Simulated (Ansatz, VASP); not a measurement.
**One calculation of Hg, two programs**

File INCAR:

```
PREC     = Accurate       # precision mode
ENCUT    = 520            # plane-wave cutoff, eV
EDIFF    = 1E-6           # SCF threshold, eV
ISMEAR   = 0              # smearing method
SIGMA    = 0.2            # smearing width, eV
LREAL    = F              # projectors in reciprocal space
LASPH    = T              # aspherical terms in the spheres
NELM     = 60             # most SCF steps
ALGO     = Normal         # electronic algorithm
ISIF     = 2              # what is computed and relaxed
LWAVE    = F              # write WAVECAR
LCHARG   = F              # write CHGCAR
GGA      = CA             # functional
NBANDS   = 12             # bands
```

The input KPOINTS:

```
Automatic mesh
0
Gamma
  11 11 11
```

Contents of POSCAR:

```
Hg
1.0
    1.7463233735      1.0082402698      2.1478810803
   -1.7463233735      1.0082402698      2.1478810803
    0.0000000000     -2.0164805396      2.1478810803
Hg
1
Direct
    0.0000000000      1.0000000000      0.0000000000
```

Input for Ansatz:

```yaml
crystal:
  lattice:
    - [1.7463233735, 1.0082402698, 2.1478810803]
    - [-1.7463233735, 1.0082402698, 2.1478810803]
    - [0.0, -2.0164805396, 2.1478810803]
  atoms:
    - { symbol: Hg, position: [0.0, 1.0, 0.0] }
hamiltonian:
  xc: lda
  pseudopotentials:
    kind: paw
    azcp:
      Hg: "pseudopotentials/Hg.paw.azcp"
basis:
  ecutwfc: 420
  fft_grid_basis: typed
kpoints:
  mp_grid: { grid: [11, 11, 11], shift: [0, 0, 0] }
magnetization:
  spin_polarized: false
scf:
  occupations: { method: gaussian, width: 0.2 }
  lower_state_search: "off"
output:
  stress: true
  write_density: true
  write_potential: true
  elf: true
  volumetric_format: npy
```

Alike in both runs: task single point; functional LDA; k mesh 11 × 11 × 11; occupations gaussian, width 0.2 eV; no spin polarisation.

```csv
,VASP,Ansatz
version,VASP 6.6.1,Ansatz 0.2.0
potentials or method,"VASP PAW LDA potentials, release 64 (Hg), cutoff 520 eV","plane waves (420 eV) with PAW, scalar-relativistic"
valence electrons in the cell,12,20
```

|  | VASP | Ansatz | Ansatz less VASP |
| --- | --- | --- | --- |
| pressure (GPa) | 0.8 | 0.0 | -0.74 |
| traceless stress, the component that is largest in VASP (GPa) | 0.34 | 0.01 | -0.330 |

Ansatz warns that its potentials were made for another functional, while VASP's fit it. LDA's correlation is that of Perdew and Zunger in VASP and of Perdew and Wang (1992) in Ansatz. VASP's potentials hold 12 valence electrons a cell and Ansatz's 20, so a difference there can come from the potentials and not from the codes.

Neither program's run includes spin-orbit coupling.
